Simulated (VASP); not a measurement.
# Ni (P6_3/mmc) in VASP: further runs, part 2 of 2

VASP 6.6.1. The steps go on from the part before.

### 3 Single point, BLYP, collinear spin, ferromagnetic start (11.48 Å³/atom)

This run uses another cell than the first one, of 11.48 Å³/atom.

Contents of INCAR:

```
SYSTEM = Ni
  PREC = Accurate
  ENCUT = 520
  EDIFF = 1E-6
  ISMEAR = -1
  SIGMA = 0.05
  LREAL = .FALSE.
  LASPH = .TRUE.
  NELM = 150
  ALGO = Normal
  ISIF = 2
  LWAVE = .FALSE.
  LCHARG = .TRUE.
  ISPIN = 2
  MAGMOM = 0.657 0.657
  LORBIT = 11
  LMAXMIX = 4
  GGA = B5
  ALDAX = 1.0
  AGGAX = 1.0
  AGGAC = 1.0
  ALDAC = 0.0
  LELF = .TRUE.
  LVHAR = .TRUE.
  NBANDS = 21
```

Contents of KPOINTS:

```
regular mesh
0
G
  16 16 9
  0 0 0
```

Contents of POSCAR:

```
Ni
1.0
    2.5261281288      0.0000000000      0.0000000000
   -1.2630640644      2.1876911327      0.0000000000
    0.0000000000      0.0000000000      4.1563482310
Ni
2
Direct
    0.3333333333      0.6666666667      0.2500000000
    0.6666666667      0.3333333333      0.7500000000
```

Potentials or basis: VASP PAW PBE potentials, release 64 (Ni).

Command:

```console
$ cat potpaw_PBE.64/Ni/POTCAR > POTCAR
$ mpirun -np 1 vasp_std > vasp.out
```

OUTCAR:

```text
SYSTEM = Ni
   PREC = Accurate
   ENCUT = 520
   EDIFF = 1E-6
   ISMEAR = -1
   LREAL = .FALSE.
   LASPH = .TRUE.
   NELM = 150
   ISIF = 2
   ISPIN = 2
   LORBIT = 11
   GGA = B5

 ion  position               nearest neighbor table
   1  0.333  0.667  0.250-   2 2.54   2 2.54   2 2.54   2 2.54   2 2.54   2 2.54
   2  0.667  0.333  0.750-   1 2.54   1 2.54   1 2.54   1 2.54   1 2.54   1 2.54

  LATTYP: Found a hexagonal cell.
 ALAT       =     2.5261281288
 C/A-ratio  =     1.6453433947

  Lattice vectors:

 A1 = (   2.5261281288,   0.0000000000,   0.0000000000)
 A2 = (  -1.2630640644,   2.1876911327,   0.0000000000)
 A3 = (   0.0000000000,   0.0000000000,   4.1563482310)

Analysis of symmetry for initial positions (statically):
=====================================================================
 Subroutine PRICEL returns:
 Original cell was already a primitive cell.

 Routine SETGRP: Setting up the symmetry group for a
 hexagonal supercell.

 Subroutine GETGRP returns: Found 24 space group operations
 (whereof 12 operations were pure point group operations)
 out of a pool of 24 trial point group operations.

The static configuration has the point symmetry D_3d.
 The point group associated with its full space group is D_6h.

Analysis of symmetry for dynamics (positions and initial velocities):
=====================================================================
 Subroutine PRICEL returns:
 Original cell was already a primitive cell.

 Routine SETGRP: Setting up the symmetry group for a
 hexagonal supercell.

 Subroutine GETGRP returns: Found 24 space group operations
 (whereof 12 operations were pure point group operations)
 out of a pool of 24 trial point group operations.

The dynamic configuration has the point symmetry D_3d.
 The point group associated with its full space group is D_6h.

Analysis of structural, dynamic, and magnetic symmetry:
=====================================================================
 Subroutine PRICEL returns:
 Original cell was already a primitive cell.

 Routine SETGRP: Setting up the symmetry group for a
 hexagonal supercell.

 Subroutine GETGRP returns: Found 24 space group operations
 (whereof 12 operations were pure point group operations)
 out of a pool of 24 trial point group operations.

The overall configuration has the point symmetry D_3d.
 The point group associated with its full space group is D_6h.

 Subroutine INISYM returns: Found 24 space group operations
 (whereof 12 operations are pure point group operations),
 and found     1 'primitive' translations

----------------------------------------------------------------------------------------

                                     Primitive cell

  volume of cell :      22.9696

  direct lattice vectors                    reciprocal lattice vectors
     2.526128129  0.000000000  0.000000000     0.395862739  0.228551459  0.000000000
    -1.263064064  2.187691133  0.000000000     0.000000000  0.457102918  0.000000000
     0.000000000  0.000000000  4.156348231     0.000000000  0.000000000  0.240595817

  length of vectors
[... 71 lines left out ...]
   NGXF,Y,Z  is equivalent  to a cutoff of  26.32, 26.32, 25.60 a.u.
 SYSTEM =  Ni
   PREC   = accura    normal or accurate (medium, high low for compatibility)
   ISTART =      0    job   : 0-new  1-cont  2-samecut
   ICHARG =      2    charge: 1-file 2-atom 10-const
   ISPIN  =      2    spin polarized calculation?
   LNONCOLLINEAR =      F non collinear calculations
   LSORBIT =      F    spin-orbit coupling
   LASPH  =      T    aspherical Exc in radial PAW
   ENCUT  =  520.0 eV  38.22 Ry    6.18 a.u.   4.70  4.70  7.73*2*pi/ulx,y,z
   NELM   =    150;   NELMIN=  2; NELMDL= -5     # of ELM steps
   EDIFF  = 0.1E-05   stopping-criterion for ELM
   LREAL  =      F    real-space projection
   EDIFFG = 0.1E-04   stopping-criterion for IOM
   NSW    =      0    number of steps for IOM
   IBRION =     -1    ionic relax: 0-MD 1-quasi-New 2-CG
   NFREE  =      0    steps in history (QN), initial steepest desc. (CG)
   ISIF   =      2    stress and relaxation
   ISYM   =      2    0-nonsym 1-usesym 2-fastsym
   POTIM  = 0.5000    time-step for ionic-motion
   TEBEG  =    0.0;   TEEND  =   0.0 temperature during run
   PSTRESS=    0.0 pullay stress
   NELECT =      20.0000    total number of electrons
   NUPDOWN=      -1.0000    fix difference up-down
   EMIN   =  10.00;   EMAX   =-10.00  energy-range for DOS
   EFERMI =   0.00;   METHOD = LEGACY
   ISMEAR =    -1;   SIGMA  =   0.05  broadening in eV -4-tet -1-fermi 0-gaus
   EFERMI_NEDOS =   21; number of points for ismear=-14 and -15
   IALGO  =     38    algorithm
   IMIX   =      4    mixing-type and parameters
     AMIX     =   0.40;   BMIX     =  1.00
     AMIX_MAG =   1.60;   BMIX_MAG =  1.00
  volume/ion in A,a.u.               =      11.48        77.50
  Fermi-wavevector in a.u.,A,eV,Ry     =   1.563269  2.954150 33.250055  2.443810
  Thomas-Fermi vector in A             =   2.666065
   LORBIT       =     11    0 simple, 1 ext, 2 COOP (PROOUT), +10 PAW based schemes
   GGA     = B5    functional components
   LHFCALC =     F    Hartree Fock is set to
   AEXX    =    0.0000 exact exchange contribution
   IVDW    =     0    specifies the selected vdW correction
   LEPSILON=     F    determine dielectric tensor
   LRPA    =     F    only Hartree local field effects (RPA)
 spin polarized calculation
  energy-cutoff  :      520.00
  volume of cell :       22.97
 maximum number of plane-waves:       635
 NGX is ok and might be reduce to    20
   NGX =  9   NGY =  9   NGZ = 15

 number of electron      20.0000009 magnetization       1.1829137

 Free energy of the ion-electron system (eV)
  ---------------------------------------------------
  ext. energy  EPLUGINS =         0.00000000
  ---------------------------------------------------
  free energy    TOTEN  =        -9.17941726 eV

  energy without entropy =       -9.14025164  energy(sigma->0) =       -9.15983445

 E-fermi :   9.0927     XC(G=0): -12.3503

 val. band max:        9.0914898755   @ k =   0.1875   0.1250   0.3333
 cond. band min:       9.0941264674   @ k =   0.3750   0.1875   0.0000
 fundamental gap:      0.0026365919
 Fermi energy:         9.0926688874

 spin component 1

 k-point     1 :       0.0000    0.0000    0.0000
  band No.  band energies     occupation
      1       0.5867      1.00000
      2       4.5918      1.00000
      3       6.8135      1.00000
      4       6.9158      1.00000
      5       6.9158      1.00000
      6       7.1545      1.00000
[... 565 lines left out ...]
     20      36.8430      0.00000
     21      39.7137      0.00000

 [... further k-points ...]

 spin component 2

 k-point     1 :       0.0000    0.0000    0.0000
  band No.  band energies     occupation
      1       0.5772      1.00000
      2       4.9753      1.00000
      3       7.4733      1.00000
      4       7.5365      1.00000
      5       7.5365      1.00000
      6       7.7911      1.00000
[... 565 lines left out ...]
     20      36.9155      0.00000
     21      39.6817      0.00000

 [... further k-points ...]

------------------------ aborting loop because EDIFF is reached ----------------------------------------

  FORCE on cell =-STRESS in cart. coord.  units (eV):
  Direction    XX          YY          ZZ          XY          YZ          ZX
  --------------------------------------------------------------------------------------
  -------------------------------------------------------------------------------------
  Total       -0.0335092     -0.0335092      0.0481127     -0.0000000      0.0000000      0.0000000
  in kB       -2.3373354     -2.3373354      3.3559604     -0.0000000      0.0000000      0.0000000
  external PRESSURE =      -0.4395701 kB  Pullay stress =       0.0000000 kB

 VOLUME and BASIS-vectors are now :
 -----------------------------------------------------------------------------
  energy-cutoff  :      520.00
  volume of cell :       22.97
      direct lattice vectors                 reciprocal lattice vectors
     2.526128129  0.000000000  0.000000000     0.395862739  0.228551459  0.000000000
    -1.263064064  2.187691133  0.000000000     0.000000000  0.457102918  0.000000000
     0.000000000  0.000000000  4.156348231     0.000000000  0.000000000  0.240595817

 POSITION                                       TOTAL-FORCE (eV/Angst)
 -----------------------------------------------------------------------------------
     -0.00000      1.45846      1.03909         0.000000      0.000000      0.000000
      1.26306      0.72923      3.11726         0.000000     -0.000000      0.000000
 -----------------------------------------------------------------------------------
    total drift:                               -0.000000      0.000000     -0.000000

  FREE ENERGIE OF THE ION-ELECTRON SYSTEM (eV)
  ---------------------------------------------------
  free  energy   TOTEN  =        -9.1794172590 eV

  energy  without entropy=       -9.1402516376  energy(sigma->0) =       -9.15983445

 total charge

# of ion       s       p       d       tot
------------------------------------------
    1        0.477   0.437   8.353   9.267
    2        0.477   0.437   8.353   9.267
--------------------------------------------------
tot          0.955   0.873  16.706  18.533

 magnetization (x)

# of ion       s       p       d       tot
------------------------------------------
    1       -0.005  -0.022   0.631   0.604
    2       -0.005  -0.022   0.631   0.604
--------------------------------------------------
tot         -0.011  -0.043   1.262   1.208
```

OSZICAR:

```text
N       E                     dE             d eps       ncg     rms          rms(c)
DAV:   1     0.981281823242E+02    0.98128E+02   -0.89887E+03 13512   0.133E+03
DAV:   2    -0.530531593445E+01   -0.10343E+03   -0.95574E+02 12765   0.231E+02
DAV:   3    -0.108775555213E+02   -0.55722E+01   -0.53354E+01 14575   0.622E+01
DAV:   4    -0.109468886947E+02   -0.69333E-01   -0.69282E-01 14635   0.647E+00
DAV:   5    -0.109488251110E+02   -0.19364E-02   -0.19363E-02 14695   0.108E+00    0.126E+01
DAV:   6    -0.991839243544E+01    0.10304E+01   -0.70213E+00 14801   0.552E+01    0.851E+00
DAV:   7    -0.920659074194E+01    0.71180E+00   -0.16616E+00 14479   0.236E+01    0.218E+00
DAV:   8    -0.918510827562E+01    0.21482E-01   -0.11331E-02 16699   0.933E-01    0.112E+00
DAV:   9    -0.918067448619E+01    0.44338E-02   -0.48797E-04 20078   0.293E-01    0.349E-01
DAV:  10    -0.917944134079E+01    0.12331E-02   -0.14729E-04 19905   0.227E-01    0.543E-02
DAV:  11    -0.917942163176E+01    0.19709E-04   -0.43149E-05 15741   0.783E-02    0.363E-02
DAV:  12    -0.917941608920E+01    0.55426E-05   -0.25448E-06 14521   0.267E-02    0.183E-02
DAV:  13    -0.917941824461E+01   -0.21554E-05   -0.14435E-06 12243   0.134E-02    0.860E-03
DAV:  14    -0.917941725903E+01    0.98559E-06   -0.20823E-07  7270   0.584E-03
   1 F= -.91794173E+01 E0= -.91598344E+01  d E =-.391656E-01  mag=     1.1830
```

stdout:

```text
POSCAR found type information on POSCAR Ni
 POSCAR found :  1 types and       2 ions
 scaLAPACK will be used
 -----------------------------------------------------------------------------
|                                                                             |
|                                                                             |
|     You enforced a specific xc type in the INCAR file but a different       |
|     I HOPE YOU KNOW WHAT YOU ARE DOING!                                     |
|                                                                             |
 -----------------------------------------------------------------------------

 LDA part: xc-table for (Slater(with rela. corr.)+VWN5), standard interpolation
 POSCAR, INCAR and KPOINTS ok, starting setup
 FFT: planning ... GRIDC
 FFT: planning ... GRID_SOFT
 FFT: planning ... GRID
 WAVECAR not read
 entering main loop
```

Wall time 3.6 min (1 thread of Intel Xeon 8259CL, shared host); peak memory 0.22 GiB.

What came out:

```
Free energy                                           : -9.1794 eV
Pressure                                              : 0.0 GPa
Net moment                                            : 1.18 μB per cell
Site moments                                          : Ni +0.60 μB
Valence electrons inside the program's atomic spheres : Ni 9.27
```

Caveat: the PAW data sets were made with another functional, which shifts forces and pressure a little.

### 4 Single point, BLYP, collinear spin, ferromagnetic start (11.94 Å³/atom)

This run uses another cell than the first one, of 11.94 Å³/atom.

Contents of INCAR:

```
  AGGAC = 1.0
  AGGAX = 1.0
  ALDAC = 0.0
  ALDAX = 1.0
  ALGO = Normal
  EDIFF = 1E-6
  ENCUT = 520
  GGA = B5
  ISIF = 2
  ISMEAR = -1
  ISPIN = 2
  LASPH = True
  LCHARG = False
  LMAXMIX = 4
  LORBIT = 11
  LREAL = False
  LWAVE = False
  MAGMOM = 0.657 0.657
  NBANDS = 21
  NELM = 150
  PREC = Accurate
  SIGMA = 0.05
```

Contents of KPOINTS:

```
k-points
0
Gamma
  16 16 9
```

Contents of POSCAR:

```
Ni
1.0
    2.5593704689      0.0000000000      0.0000000000
   -1.2796852345      2.2164798438      0.0000000000
    0.0000000000      0.0000000000      4.2110432958
Ni
2
Direct
    0.3333333333      0.6666666667      0.2500000000
    0.6666666667      0.3333333333      0.7500000000
```

Command:

```console
$ cat potpaw_PBE.64/Ni/POTCAR > POTCAR
$ mpirun -np 1 vasp_std > vasp.out
```

It took 3.4 min on 1 thread of Intel Xeon 8259CL, shared host; peak memory 0.22 GiB.

The run converged. Its results:

- Free energy: -9.1621 eV
- Pressure: -5.9 GPa
- Net moment: 1.22 μB per cell
- Site moments: Ni +0.62 μB
- Valence electrons inside the program's atomic spheres: Ni 9.21

Stress tensor (GPa, compression positive):
```
-6.06  0.00  0.00
 0.00 -6.06  0.00
 0.00  0.00 -5.59
```

Levels at points of the mesh, in eV from the Fermi level:
Spin up:
| k point | band 8 | band 9 | band 10 | band 11 | band 12 | band 13 | band 14 | band 15 |
| --- | --- | --- | --- | --- | --- | --- | --- | --- |
| (0.00, 0.00, 0.00) | -1.50 | -1.50 | -0.68 | -0.68 | 0.02 | 4.96 | 22.28 | 22.88 |
| (0.50, 0.00, 0.00) | -0.60 | -0.54 | -0.49 | 1.18 | 2.80 | 8.85 | 9.15 | 11.96 |
Spin down:
| k point | band 6 | band 7 | band 8 | band 9 | band 10 | band 11 | band 12 | band 13 |
| --- | --- | --- | --- | --- | --- | --- | --- | --- |
| (0.00, 0.00, 0.00) | -1.22 | -1.22 | -0.88 | -0.88 | -0.02 | -0.02 | -0.01 | 5.35 |
| (0.50, 0.00, 0.00) | -1.50 | -1.19 | 0.12 | 0.13 | 0.23 | 1.59 | 3.16 | 8.97 |

Caveat: the cell stands under tension; the PAW data sets were made with another functional, which shifts forces and pressure a little.

### 5 The runs side by side

```csv
cell,gap on the mesh (eV),pressure (GPa),moment (μB)
"a = 2.492, b = 2.492, c = 4.100 Å, angles 90.0, 90.0, 120.0°, 2 atoms",none,7.4,1.16
"a = 2.526, b = 2.526, c = 4.156 Å, angles 90.0, 90.0, 120.0°, 2 atoms",none,0.0,1.18
"a = 2.559, b = 2.559, c = 4.211 Å, angles 90.0, 90.0, 120.0°, 2 atoms",none,-5.9,1.22
```

Alike in all rows: task single point; level BLYP; potentials or basis VASP PAW PBE potentials, release 64 (Ni); spin collinear, ferromagnetic start; k mesh 16 × 16 × 9; cutoff (eV) 520; smearing fermi-dirac 0.05 eV.

Caveats: the PAW data sets were made with another functional, which shifts forces and pressure a little; the cell stands under pressure (at least some runs); the cell stands under tension (at least some runs).

Absolute energies hang on the potentials; compare differences alone.
